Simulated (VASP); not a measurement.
Runs of VASP 6.6.1 on Ni. The structure is that of space group Fm-3m (No. 225), or close to it. The cells are those of the table. 

```tsv
cell	gap on the mesh (eV)	pressure (GPa)	moment (μB)
a = 2.476, b = 2.476, c = 3.589 Å, 2 atoms	none	(b)	1.27
a = 2.538, b = 2.538, c = 3.437 Å, 2 atoms	none	-3.0	1.26
a = 2.480, b = 2.480, c = 3.554 Å, 2 atoms	none	(a)	1.26
a = 2.438, b = 2.438, c = 3.561 Å, 2 atoms	none	6.0	1.25
a = 2.517, b = 2.517, c = 3.413 Å, 2 atoms	none	1.5	1.25
```

Alike in all rows: task single point; level PBE; potentials or basis VASP PAW PBE potentials, release 64 (Ni); spin collinear, ferromagnetic start; k mesh 20 × 20 × 14; cutoff (eV) 520; smearing gaussian 0.1 eV.

**Question.** Estimate the missing entries.

**Answer.** (a) -0.6; (b) -1.8.

Caveats: the cell stands under tension (at least some runs); the cell stands under pressure (at least some runs).

A gap of «none» marks levels without a gap at the run's occupations.
